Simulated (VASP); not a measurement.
# Al2Cu (I4/mcm) in VASP: single point with PBE

Aim: the single point of Al2Cu with PBE.

All numbers are computed with VASP 6.6.1; they aren't measurements. Logs are shortened: lines on timing, memory, paths and dates and some standing lists are left out, and cuts for length are marked.

### 1 The cell of the first run

The structure is tetragonal, space group I4/mcm (No. 140). Conventional cell: a = 6.057 Å, b = 6.057 Å, c = 4.877 Å, α = 90.00°, β = 90.00°, γ = 90.00°. Al (site symmetry m2m) has 4 Cu at 2.59 Å and 11 Al at 2.71 to 3.23 Å within 3.4 Å. Within 3.2 Å of Cu (site symmetry 422) lie 2 Cu at 2.44 Å and 8 Al at 2.59 Å.

### 2 Single point, PBE

Contents of INCAR:

```
SYSTEM = Al2Cu
PREC = Accurate ; ENCUT = 520
EDIFF = 1E-6 ; ISMEAR = 0
SIGMA = 0.1 ; LREAL = .FALSE.
LASPH = .TRUE. ; NELM = 100
ALGO = Fast ; ISIF = 2
LWAVE = .FALSE. ; LCHARG = .FALSE.
GGA = PE ; NBANDS = 26
```

Contents of KPOINTS:

```
Automatic mesh
0
G
  14 14 14
  0 0 0
```

Contents of POSCAR:

```
Al2Cu
1.0
   -3.0286546326      3.0286546326      2.4385010461
    3.0286546326     -3.0286546326      2.4385010461
    3.0286546326      3.0286546326     -2.4385010461
Al Cu
4 2
Direct
    0.6584377694      0.1584377694      0.8168755388
    0.1584377694      0.3415622306      0.5000000000
    0.3415622306      0.8415622306      0.1831244612
    0.8415622306      0.6584377694      0.5000000000
    0.2500000000      0.2500000000      0.0000000000
    0.7500000000      0.7500000000      0.0000000000
```

Potentials or basis: VASP PAW PBE potentials, release 64 (Al, Cu).

On the command line:

```console
cat potpaw_PBE.64/Al/POTCAR potpaw_PBE.64/Cu/POTCAR > POTCAR
mpirun -np 1 vasp_std > vasp.out
```

OUTCAR:

```text
SYSTEM = Al2Cu
   PREC = Accurate
   ENCUT = 520
   EDIFF = 1E-6
   ISMEAR = 0
   LREAL = .FALSE.
   LASPH = .TRUE.
   NELM = 100
   ISIF = 2
   GGA = PE

 ion  position               nearest neighbor table
   1  0.658  0.158  0.817-   5 2.59   6 2.59   5 2.59   6 2.59   3 2.71   3 2.90   3 2.90   4 3.10
                             2 3.10   2 3.10   4 3.10   4 3.23   2 3.23   2 3.23   4 3.23
   2  0.158  0.342  0.500-   6 2.59   5 2.59   5 2.59   6 2.59   4 2.71   4 2.90   4 2.90   3 3.10
                             1 3.10   1 3.10   3 3.10   1 3.23   3 3.23   1 3.23   3 3.23
   3  0.342  0.842  0.183-   5 2.59   6 2.59   5 2.59   6 2.59   1 2.71   1 2.90   1 2.90   2 3.10
                             4 3.10   4 3.10   2 3.10   4 3.23   2 3.23   4 3.23   2 3.23
   4  0.842  0.658  0.500-   5 2.59   6 2.59   6 2.59   5 2.59   2 2.71   2 2.90   2 2.90   3 3.10
                             1 3.10   1 3.10   3 3.10   1 3.23   3 3.23   3 3.23   1 3.23
   5  0.250  0.250  0.000-   6 2.44   6 2.44   4 2.59   2 2.59   4 2.59   2 2.59   1 2.59   3 2.59
                             3 2.59   1 2.59
   6  0.750  0.750  0.000-   5 2.44   5 2.44   2 2.59   4 2.59   2 2.59   4 2.59   3 2.59   1 2.59
                             1 2.59   3 2.59

  LATTYP: Found a body centered tetragonal cell.
 ALAT       =     6.0573092652
 C/A-ratio  =     0.8051433200

  Lattice vectors:

 A1 = (  -3.0286546326,   3.0286546326,   2.4385010461)
 A2 = (   3.0286546326,  -3.0286546326,   2.4385010461)
 A3 = (   3.0286546326,   3.0286546326,  -2.4385010461)

Analysis of symmetry for initial positions (statically):
=====================================================================
 Subroutine PRICEL returns:
 Original cell was already a primitive cell.

 Routine SETGRP: Setting up the symmetry group for a
 body centered tetragonal supercell.

 Subroutine GETGRP returns: Found 16 space group operations
 (whereof  8 operations were pure point group operations)
 out of a pool of 16 trial point group operations.

The static configuration has the point symmetry C_4h.
 The point group associated with its full space group is D_4h.

Analysis of symmetry for dynamics (positions and initial velocities):
=====================================================================
 Subroutine PRICEL returns:
 Original cell was already a primitive cell.

 Routine SETGRP: Setting up the symmetry group for a
 body centered tetragonal supercell.

 Subroutine GETGRP returns: Found 16 space group operations
 (whereof  8 operations were pure point group operations)
 out of a pool of 16 trial point group operations.

The dynamic configuration has the point symmetry C_4h.
 The point group associated with its full space group is D_4h.

 Subroutine INISYM returns: Found 16 space group operations
 (whereof  8 operations are pure point group operations),
 and found     1 'primitive' translations

----------------------------------------------------------------------------------------

                                     Primitive cell

  volume of cell :      89.4710

  direct lattice vectors                    reciprocal lattice vectors
    -3.028654633  3.028654633  2.438501046     0.000000000  0.165089804  0.205043997
     3.028654633 -3.028654633  2.438501046     0.165089804  0.000000000  0.205043997
     3.028654633  3.028654633 -2.438501046     0.165089804  0.165089804  0.000000000

  length of vectors
     4.928669711  4.928669711  4.928669711     0.263244533  0.263244533  0.233472240

  position of ions in fractional coordinates (direct lattice)
     0.658437769  0.158437769  0.816875539
     0.158437769  0.341562231  0.500000000
     0.341562231  0.841562231  0.183124461
     0.841562231  0.658437769  0.500000000
     0.250000000  0.250000000  0.000000000
     0.750000000  0.750000000  0.000000000

  ion indices of the primitive-cell ions
   primitive index   ion index
                 1           1
                 2           2
                 3           3
                 4           4
                 5           5
                 6           6

----------------------------------------------------------------------------------------

 KPOINTS: Automatic mesh

Automatic generation of k-mesh.
 Grid dimensions read from file:
 generate k-points for:   14   14   14

 Generating k-lattice:

  Cartesian coordinates                     Fractional coordinates (reciprocal lattice)
     0.000000000  0.011792129  0.014646000     0.071428571  0.000000000  0.000000000
     0.011792129  0.000000000  0.014646000     0.000000000  0.071428571  0.000000000
     0.011792129  0.011792129  0.000000000     0.000000000  0.000000000  0.071428571

  Length of vectors
     0.018803181  0.018803181  0.016676589

  Shift w.r.t. Gamma in fractional coordinates (k-lattice)
     0.000000000  0.000000000  0.000000000

 Subroutine IBZKPT returns following result:
 ===========================================

 Found    244 irreducible k-points:

 Following reciprocal coordinates:
            Coordinates               Weight
  0.000000  0.000000  0.000000      1.000000
  0.071429 -0.000000  0.000000      8.000000
  0.142857 -0.000000  0.000000      8.000000
  0.214286 -0.000000  0.000000      8.000000
  0.285714 -0.000000  0.000000      8.000000
  0.357143 -0.000000  0.000000      8.000000
[... 16 lines left out ...]
  0.214286  0.142857  0.000000     16.000000
  0.285714  0.142857  0.000000     16.000000
 [... further k-points ...]
   k-points           NKPTS =    244   k-points in BZ     NKDIM =    244   number of bands    NBANDS=     26
   number of dos      NEDOS =    301   number of ions     NIONS =      6
   total plane-waves  NPLWV =  64000
   dimension x,y,z NGX =    40 NGY =   40 NGZ =   40
   dimension x,y,z NGXF=    80 NGYF=   80 NGZF=   80
   ions per type =               4   2
   NGX,Y,Z   is equivalent  to a cutoff of  13.49, 13.49, 13.49 a.u.
   NGXF,Y,Z  is equivalent  to a cutoff of  26.98, 26.98, 26.98 a.u.
 SYSTEM =  Al2Cu
   PREC   = accura    normal or accurate (medium, high low for compatibility)
   ISTART =      0    job   : 0-new  1-cont  2-samecut
   ICHARG =      2    charge: 1-file 2-atom 10-const
   ISPIN  =      1    spin polarized calculation?
   LNONCOLLINEAR =      F non collinear calculations
   LSORBIT =      F    spin-orbit coupling
   LASPH  =      T    aspherical Exc in radial PAW
   ENCUT  =  520.0 eV  38.22 Ry    6.18 a.u.   9.16  9.16  9.16*2*pi/ulx,y,z
   NELM   =    100;   NELMIN=  2; NELMDL= -5     # of ELM steps
   EDIFF  = 0.1E-05   stopping-criterion for ELM
   LREAL  =      F    real-space projection
[... 7 lines left out ...]
   TEBEG  =    0.0;   TEEND  =   0.0 temperature during run
   PSTRESS=    0.0 pullay stress
   NELECT =      34.0000    total number of electrons
   NUPDOWN=      -1.0000    fix difference up-down
   EMIN   =  10.00;   EMAX   =-10.00  energy-range for DOS
   EFERMI =   0.00;   METHOD = LEGACY
   ISMEAR =     0;   SIGMA  =   0.10  broadening in eV -4-tet -1-fermi 0-gaus
   EFERMI_NEDOS =   21; number of points for ismear=-14 and -15
   IALGO  =     68    algorithm
   IMIX   =      4    mixing-type and parameters
     AMIX     =   0.40;   BMIX     =  1.00
     AMIX_MAG =   1.60;   BMIX_MAG =  1.00
  volume/ion in A,a.u.               =      14.91       100.63
  Fermi-wavevector in a.u.,A,eV,Ry     =   1.185788  2.240814 19.131054  1.406093
  Thomas-Fermi vector in A             =   2.321974
   LORBIT       =      0    0 simple, 1 ext, 2 COOP (PROOUT), +10 PAW based schemes
   GGA     = PE    functional components
   LHFCALC =     F    Hartree Fock is set to
   AEXX    =    0.0000 exact exchange contribution
   IVDW    =     0    specifies the selected vdW correction
   LEPSILON=     F    determine dielectric tensor
   LRPA    =     F    only Hartree local field effects (RPA)
 non-spin polarized calculation
 RMM-DIIS sequential band-by-band and
 Gauss-broadening in eV      SIGMA  =   0.10
  energy-cutoff  :      520.00
  volume of cell :       89.47
 maximum number of plane-waves:      2428
 NGX is ok and might be reduce to    40
   NGX = 19   NGY = 19   NGZ = 19

 number of electron      33.9999977 magnetization

 Free energy of the ion-electron system (eV)
  ---------------------------------------------------
  ext. energy  EPLUGINS =         0.00000000
  ---------------------------------------------------
  free energy    TOTEN  =       -23.38315304 eV

  energy without entropy =      -23.37256348  energy(sigma->0) =      -23.37785826

 E-fermi :   7.9527     XC(G=0): -10.8543

 val. band max:        7.9508593343   @ k =   0.3571   0.0714   0.0714
 cond. band min:       7.9558562246   @ k =  -0.4286   0.2143  -0.0000
 fundamental gap:      0.0049968903
 Fermi energy:         7.9526816111

 k-point     1 :       0.0000    0.0000    0.0000
  band No.  band energies     occupation
      1      -2.7749      2.00000
      2       2.6670      2.00000
      3       2.8741      2.00000
      4       2.8741      2.00000
      5       2.9034      2.00000
      6       3.7824      2.00000
[... 18 lines left out ...]
     25      13.2217      0.00000
     26      13.8455      0.00000

 k-point     2 :       0.0714   -0.0000    0.0000
  band No.  band energies     occupation
      1      -2.7216      2.00000
      2       2.6613      2.00000
      3       2.8629      2.00000
      4       2.8711      2.00000
      5       2.9147      2.00000
      6       3.7740      2.00000
[... 18 lines left out ...]
     25      13.2799      0.00000
     26      13.9842      0.00000

 k-point     3 :       0.1429   -0.0000    0.0000
  band No.  band energies     occupation
      1      -2.5619      2.00000
      2       2.6466      2.00000
      3       2.8032      2.00000
      4       2.8618      2.00000
      5       2.9467      2.00000
      6       3.7437      2.00000
[... 572 lines left out ...]
 k-point    23 :       0.2143    0.1429    0.0000
  band No.  band energies     occupation
      1      -1.7031      2.00000
      2       1.9635      2.00000
      3       2.3675      2.00000
      4       2.6257      2.00000
      5       3.3819      2.00000
      6       3.4378      2.00000
[... 18 lines left out ...]
     25      14.2969      0.00000
     26      14.9729      0.00000

 k-point    24 :       0.2857    0.1429    0.0000
  band No.  band energies     occupation
      1      -1.2132      2.00000
      2       1.2255      2.00000
      3       2.1219      2.00000
      4       2.6145      2.00000
      5       3.3639      2.00000
      6       3.5261      2.00000
[... 18 lines left out ...]
     25      14.1523      0.00000
     26      15.1034      0.00000

 [... further k-points ...]
[... 5 lines left out ...]
  --------------------------------------------------------------------------------------
  -------------------------------------------------------------------------------------
  Total        0.2811602      0.2811602      0.2753129      0.0000000      0.0000000      0.0000000
  in kB        5.0347977      5.0347977      4.9300878      0.0000000      0.0000000      0.0000000
  external PRESSURE =       4.9998944 kB  Pullay stress =       0.0000000 kB

 VOLUME and BASIS-vectors are now :
 -----------------------------------------------------------------------------
  energy-cutoff  :      520.00
  volume of cell :       89.47
      direct lattice vectors                 reciprocal lattice vectors
    -3.028654633  3.028654633  2.438501046     0.000000000  0.165089804  0.205043997
     3.028654633 -3.028654633  2.438501046     0.165089804  0.000000000  0.205043997
     3.028654633  3.028654633 -2.438501046     0.165089804  0.165089804  0.000000000

 POSITION                                       TOTAL-FORCE (eV/Angst)
 -----------------------------------------------------------------------------------
      0.95971      3.98836      0.00000        -0.002053     -0.002053     -0.000000
      2.06895      0.95971      0.00000         0.002053     -0.002053      0.000000
      2.06895     -0.95971      2.43850         0.002053      0.002053      0.000000
      0.95971      2.06895      2.43850        -0.002053      0.002053      0.000000
      0.00000      0.00000      1.21925        -0.000000     -0.000000      0.000000
      0.00000      0.00000      3.65775         0.000000      0.000000      0.000000
 -----------------------------------------------------------------------------------
    total drift:                               -0.000000     -0.000000      0.000000

  FREE ENERGIE OF THE ION-ELECTRON SYSTEM (eV)
  ---------------------------------------------------
  free  energy   TOTEN  =       -23.3831530388 eV

  energy  without entropy=      -23.3725634833  energy(sigma->0) =      -23.37785826
```

Run time: 17 min. Hardware: 1 thread of Oxide Virtual Turin-like, shared host; peak memory 0.55 GiB.

What came out:

- Free energy: -23.3832 eV
- Pressure: 0.5 GPa
- Band gap on the k mesh: zero (bands 17 and 18 overlap by 4.17 eV)

Forces in eV/Å, atoms in the order of the input:
```
Al  -0.002 -0.002  0.000
Al   0.002 -0.002  0.000
Al   0.002  0.002  0.000
Al  -0.002  0.002  0.000
Cu   0.000  0.000  0.000
Cu   0.000  0.000  0.000
```
